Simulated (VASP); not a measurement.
# Na (Im-3m) in VASP: notebook

Runs on Na. Level: LDA. Tasks: single point.

Program: VASP 6.6.1. These are calculated values, not measurements. Logs are shortened: lines on timing, memory, paths and dates and some standing lists are left out, and cuts for length are marked.

## (1) The cell of the first run

It takes space group Im-3m (No. 229, cubic). Conventional cell: a = 4.057 Å, b = 4.057 Å, c = 4.057 Å, α = 90.00°, β = 90.00°, γ = 90.00°. Na (site symmetry m-3m) has 14 Na at 3.51 to 4.06 Å within 4.6 Å.

## (2) Single point, LDA

The input, INCAR:

```
SYSTEM = Na
PREC = Accurate
ENCUT = 520
EDIFF = 1E-7
ISMEAR = -1
SIGMA = 0.1
LREAL = .FALSE.
LASPH = .TRUE.
NELM = 100
ALGO = Normal
ISIF = 2
LWAVE = .FALSE.
LCHARG = .FALSE.
GGA = CA
NBANDS = 10
```

The input, KPOINTS:

```
Automatic mesh
0
G
  11 11 11
  0 0 0
```

The input, POSCAR:

```
Na
1.0
   -2.0287155323      2.0287155323      2.0287155323
    2.0287155323     -2.0287155323      2.0287155323
    2.0287155323      2.0287155323     -2.0287155323
Na
1
Direct
    0.0000000000      0.0000000000      0.0000000000
```

Potentials or basis: VASP PAW LDA potentials, release 64 (Na_pv).

Command:

```console
cat potpaw_LDA.64/Na_pv/POTCAR > POTCAR
mpirun -np 1 vasp_std > vasp.out
```

OUTCAR:

```text
SYSTEM = Na
   PREC = Accurate
   ENCUT = 520
   EDIFF = 1E-7
   ISMEAR = -1
   LREAL = .FALSE.
   LASPH = .TRUE.
   NELM = 100
   ISIF = 2
   GGA = CA

 ion  position               nearest neighbor table
   1  0.000  0.000  0.000-

  LATTYP: Found a body centered cubic cell.
 ALAT       =     4.0574310646

  Lattice vectors:

 A1 = (  -2.0287155323,   2.0287155323,   2.0287155323)
 A2 = (   2.0287155323,  -2.0287155323,   2.0287155323)
 A3 = (   2.0287155323,   2.0287155323,  -2.0287155323)

Analysis of symmetry for initial positions (statically):
=====================================================================
 Subroutine PRICEL returns:
 Original cell was already a primitive cell.

 Routine SETGRP: Setting up the symmetry group for a
 body centered cubic supercell.

 Subroutine GETGRP returns: Found 48 space group operations
 (whereof 48 operations were pure point group operations)
 out of a pool of 48 trial point group operations.

The static configuration has the point symmetry O_h .

Analysis of symmetry for dynamics (positions and initial velocities):
=====================================================================
 Subroutine PRICEL returns:
 Original cell was already a primitive cell.

 Routine SETGRP: Setting up the symmetry group for a
 body centered cubic supercell.

 Subroutine GETGRP returns: Found 48 space group operations
 (whereof 48 operations were pure point group operations)
 out of a pool of 48 trial point group operations.

The dynamic configuration has the point symmetry O_h .

 Subroutine INISYM returns: Found 48 space group operations
 (whereof 48 operations are pure point group operations),
 and found     1 'primitive' translations

----------------------------------------------------------------------------------------

                                     Primitive cell

  volume of cell :      33.3982

  direct lattice vectors                    reciprocal lattice vectors
    -2.028715532  2.028715532  2.028715532     0.000000000  0.246461365  0.246461365
     2.028715532 -2.028715532  2.028715532     0.246461365  0.000000000  0.246461365
     2.028715532  2.028715532 -2.028715532     0.246461365  0.246461365  0.000000000

  length of vectors
     3.513838376  3.513838376  3.513838376     0.348549005  0.348549005  0.348549005

  position of ions in fractional coordinates (direct lattice)
     0.000000000  0.000000000  0.000000000

  ion indices of the primitive-cell ions
   primitive index   ion index
                 1           1

----------------------------------------------------------------------------------------

 KPOINTS: Automatic mesh

Automatic generation of k-mesh.
 Grid dimensions read from file:
 generate k-points for:   11   11   11

 Generating k-lattice:

  Cartesian coordinates                     Fractional coordinates (reciprocal lattice)
     0.000000000  0.022405579  0.022405579     0.090909091  0.000000000  0.000000000
     0.022405579  0.000000000  0.022405579     0.000000000  0.090909091  0.000000000
     0.022405579  0.022405579  0.000000000     0.000000000  0.000000000  0.090909091

  Length of vectors
     0.031686273  0.031686273  0.031686273

  Shift w.r.t. Gamma in fractional coordinates (k-lattice)
     0.000000000  0.000000000  0.000000000

 Subroutine IBZKPT returns following result:
 ===========================================

 Found     56 irreducible k-points:

 Following reciprocal coordinates:
            Coordinates               Weight
  0.000000  0.000000  0.000000      1.000000
  0.090909  0.000000  0.000000     12.000000
  0.181818  0.000000  0.000000     12.000000
  0.272727  0.000000  0.000000     12.000000
  0.363636  0.000000  0.000000     12.000000
  0.454545  0.000000  0.000000     12.000000
[... 16 lines left out ...]
  0.272727  0.181818  0.090909     48.000000
  0.363636  0.181818  0.090909     24.000000
 [... further k-points ...]
   k-points           NKPTS =     56   k-points in BZ     NKDIM =     56   number of bands    NBANDS=     10
   number of dos      NEDOS =    301   number of ions     NIONS =      1
   total plane-waves  NPLWV =  21952
   dimension x,y,z NGX =    28 NGY =   28 NGZ =   28
   dimension x,y,z NGXF=    56 NGYF=   56 NGZF=   56
   ions per type =               1
   NGX,Y,Z   is equivalent  to a cutoff of  13.25, 13.25, 13.25 a.u.
   NGXF,Y,Z  is equivalent  to a cutoff of  26.49, 26.49, 26.49 a.u.
 SYSTEM =  Na
   PREC   = accura    normal or accurate (medium, high low for compatibility)
   ISTART =      0    job   : 0-new  1-cont  2-samecut
   ICHARG =      2    charge: 1-file 2-atom 10-const
   ISPIN  =      1    spin polarized calculation?
   LNONCOLLINEAR =      F non collinear calculations
   LSORBIT =      F    spin-orbit coupling
   LASPH  =      T    aspherical Exc in radial PAW
   ENCUT  =  520.0 eV  38.22 Ry    6.18 a.u.   6.53  6.53  6.53*2*pi/ulx,y,z
   NELM   =    100;   NELMIN=  2; NELMDL= -5     # of ELM steps
   EDIFF  = 0.1E-06   stopping-criterion for ELM
   LREAL  =      F    real-space projection
   EDIFFG = 0.1E-05   stopping-criterion for IOM
   NSW    =      0    number of steps for IOM
   IBRION =     -1    ionic relax: 0-MD 1-quasi-New 2-CG
   NFREE  =      0    steps in history (QN), initial steepest desc. (CG)
   ISIF   =      2    stress and relaxation
   ISYM   =      2    0-nonsym 1-usesym 2-fastsym
   POTIM  = 0.5000    time-step for ionic-motion
   TEBEG  =    0.0;   TEEND  =   0.0 temperature during run
   PSTRESS=    0.0 pullay stress
   NELECT =       7.0000    total number of electrons
   NUPDOWN=      -1.0000    fix difference up-down
   EMIN   =  10.00;   EMAX   =-10.00  energy-range for DOS
   EFERMI =   0.00;   METHOD = LEGACY
   ISMEAR =    -1;   SIGMA  =   0.10  broadening in eV -4-tet -1-fermi 0-gaus
   EFERMI_NEDOS =   21; number of points for ismear=-14 and -15
   IALGO  =     38    algorithm
   IMIX   =      4    mixing-type and parameters
     AMIX     =   0.40;   BMIX     =  1.00
     AMIX_MAG =   1.60;   BMIX_MAG =  1.00
  volume/ion in A,a.u.               =      33.40       225.38
  Fermi-wavevector in a.u.,A,eV,Ry     =   0.972448  1.837660 12.866417  0.945655
  Thomas-Fermi vector in A             =   2.102747
   LORBIT       =      0    0 simple, 1 ext, 2 COOP (PROOUT), +10 PAW based schemes
   GGA     = CA    functional components
   LHFCALC =     F    Hartree Fock is set to
   AEXX    =    0.0000 exact exchange contribution
   IVDW    =     0    specifies the selected vdW correction
   LEPSILON=     F    determine dielectric tensor
   LRPA    =     F    only Hartree local field effects (RPA)
 non-spin polarized calculation
  energy-cutoff  :      520.00
  volume of cell :       33.40
 maximum number of plane-waves:       935
 NGX is ok and might be reduce to    28
   NGX = 13   NGY = 13   NGZ = 13

 number of electron       7.0000010 magnetization

 Free energy of the ion-electron system (eV)
  ---------------------------------------------------
  ext. energy  EPLUGINS =         0.00000000
  ---------------------------------------------------
  free energy    TOTEN  =        -1.46333518 eV

  energy without entropy =       -1.45043980  energy(sigma->0) =       -1.45688749

 E-fermi :   0.4948     XC(G=0):  -7.0275

 val. band max:        0.4328509372   @ k =  -0.3636   0.4545   0.0909
 cond. band min:       0.5772166186   @ k =   0.1818   0.1818   0.1818
 fundamental gap:      0.1443656814
 Fermi energy:         0.4948239199

 k-point     1 :       0.0000    0.0000    0.0000
  band No.  band energies     occupation
      1     -24.3994      2.00000
      2     -24.3994      2.00000
      3     -24.3994      2.00000
      4      -3.0430      2.00000
      5      12.7855      0.00000
      6      12.7855      0.00000
      7      12.7855      0.00000
      8      13.9580      0.00000
      9      13.9580      0.00000
     10      14.6647      0.00000

 k-point     2 :       0.0909    0.0000    0.0000
  band No.  band energies     occupation
      1     -24.4036      2.00000
      2     -24.4008      2.00000
      3     -24.3994      2.00000
      4      -2.8862      2.00000
      5      11.0787      0.00000
      6      11.9691      0.00000
      7      12.2951      0.00000
      8      12.9777      0.00000
      9      13.3192      0.00000
     10      15.0019      0.00000

 k-point     3 :       0.1818    0.0000    0.0000
  band No.  band energies     occupation
      1     -24.4149      2.00000
      2     -24.4045      2.00000
      3     -24.3994      2.00000
      4      -2.4192      2.00000
      5       8.5960      0.00000
      6      10.8783      0.00000
      7      11.5264      0.00000
      8      11.9443      0.00000
      9      12.8938      0.00000
     10      15.1989      0.00000

 k-point     4 :       0.2727    0.0000    0.0000
  band No.  band energies     occupation
      1     -24.4296      2.00000
      2     -24.4094      2.00000
      3     -24.3994      2.00000
      4      -1.6511      2.00000
      5       6.2864      0.00000
      6      10.0134      0.00000
      7      10.8916      0.00000
      8      11.1626      0.00000
      9      12.3196      0.00000
     10      15.8634      0.00000
[... 222 lines left out ...]
 k-point    22 :       0.1818    0.1818    0.0909
  band No.  band energies     occupation
      1     -24.4398      2.00000
      2     -24.4123      2.00000
      3     -24.4059      2.00000
      4      -0.4481      1.99984
      5       5.4956      0.00000
      6       6.1409      0.00000
      7       8.0044      0.00000
      8      14.7446      0.00000
      9      15.3730      0.00000
     10      16.6604      0.00000

 k-point    23 :       0.2727    0.1818    0.0909
  band No.  band energies     occupation
      1     -24.4422      2.00000
      2     -24.4192      2.00000
      3     -24.4071      2.00000
      4       0.7207      0.18912
      5       3.8547      0.00000
      6       5.5036      0.00000
      7       7.5089      0.00000
      8      14.6865      0.00000
      9      15.8858      0.00000
     10      16.7976      0.00000

 k-point    24 :       0.3636    0.1818    0.0909
  band No.  band energies     occupation
      1     -24.4422      2.00000
      2     -24.4228      2.00000
      3     -24.4074      2.00000
      4       1.9167      0.00000
      5       2.4409      0.00000
      6       5.3422      0.00000
      7       7.3510      0.00000
      8      14.5968      0.00000
      9      16.0244      0.00000
     10      17.1958      0.00000

 [... further k-points ...]

------------------------ aborting loop because EDIFF is reached ----------------------------------------

  FORCE on cell =-STRESS in cart. coord.  units (eV):
  Direction    XX          YY          ZZ          XY          YZ          ZX
  --------------------------------------------------------------------------------------
  -------------------------------------------------------------------------------------
  Total       -0.0080284     -0.0080284     -0.0080284     -0.0000000     -0.0000000      0.0000000
  in kB       -0.3851392     -0.3851392     -0.3851392     -0.0000000     -0.0000000      0.0000000
  external PRESSURE =      -0.3851392 kB  Pullay stress =       0.0000000 kB

 VOLUME and BASIS-vectors are now :
 -----------------------------------------------------------------------------
  energy-cutoff  :      520.00
  volume of cell :       33.40
      direct lattice vectors                 reciprocal lattice vectors
    -2.028715532  2.028715532  2.028715532     0.000000000  0.246461365  0.246461365
     2.028715532 -2.028715532  2.028715532     0.246461365  0.000000000  0.246461365
     2.028715532  2.028715532 -2.028715532     0.246461365  0.246461365  0.000000000

 POSITION                                       TOTAL-FORCE (eV/Angst)
 -----------------------------------------------------------------------------------
      0.00000      0.00000      0.00000         0.000000      0.000000     -0.000000
 -----------------------------------------------------------------------------------
    total drift:                               -0.000000     -0.000000     -0.000000

  FREE ENERGIE OF THE ION-ELECTRON SYSTEM (eV)
  ---------------------------------------------------
  free  energy   TOTEN  =        -1.4633351778 eV

  energy  without entropy=       -1.4504397979  energy(sigma->0) =       -1.45688749
```

Wall time 19 s (1 thread of Intel Xeon Platinum 8259CL at 2.50GHz (Skylake/Cascade Lake), shared host); peak memory 0.14 GiB.

What came out:

```
Free energy : -1.4633 eV
Pressure    : 0.0 GPa
```

(Part 1 of 2 ends here.)
